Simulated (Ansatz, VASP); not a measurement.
## Two plane-wave programs on NaI

```
CELL_PARAMETERS angstrom
0.00000 3.26235 3.26235
3.26235 0.00000 3.26235
3.26235 3.26235 0.00000
ATOMIC_POSITIONS crystal
Na 0.00000 0.00000 0.00000
I 0.50000 0.50000 0.50000
```

Alike in both runs: task single point; functional PBE; k mesh 6 × 6 × 6; no spin polarisation.

```csv
,VASP,Ansatz
version,VASP 6.6.1,Ansatz 0.2.0
potentials or method,"VASP PAW PBE potentials, release 64 (Na_pv, I)","plane waves, PAW"
plane-wave cutoff (eV),520,420
occupations,"gaussian, width 0.01 eV",fixed
valence electrons in the cell,14,26
```

Ansatz gave:

* gap on the k mesh at the Fermi level (eV): 3.58
* pressure (GPa): 0.0

Estimate VASP's values.

gap on the k mesh at the Fermi level (eV): 3.58; pressure (GPa): 0.1.

VASP's potentials hold 14 valence electrons a cell and Ansatz's 26, so a difference there can come from the potentials and not from the codes.

Neither program's run includes spin-orbit coupling.
